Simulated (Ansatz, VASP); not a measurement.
# One calculation of AlN, two programs

```xyz
4
Lattice="3.2025 0.0000 0.0000 -1.6013 2.7734 0.0000 0.0000 0.0000 4.0998" Properties=species:S:1:pos:R:3 pbc="T T T"
Al    0.0000    1.8490    3.0749
Al    1.6013    0.9245    1.0250
N     0.0000    1.8490    1.0250
N     1.6013    0.9245    3.0749
```

Alike in both runs: task single point; functional PBEsol; k mesh 9 × 9 × 6; occupations gaussian, width 0.05 eV; no spin polarisation.

|  | VASP | Ansatz |
| --- | --- | --- |
| version | VASP 6.6.1 | Ansatz 0.2.0 |
| potentials or method | VASP PAW PBE potentials, release 64 (Al, N), cutoff 520 eV | scalar-relativistic, plane waves, PAW |
| valence electrons in the cell | 16 | 16 |

```tsv
	VASP	Ansatz	Ansatz less VASP
gap on the k mesh at the Fermi level (eV)	3.82	3.80	-0.016
least direct gap on the mesh (eV)	3.82	3.80	-0.016
pressure (GPa)	18.3	18.3	-0.04
traceless stress, the component that is largest in VASP (GPa)	-6.14	-6.02	+0.123
```

VASP's potentials were made for PBE, not for PBEsol. With one functional, cell and mesh, what is left measures potentials, basis and numerics.
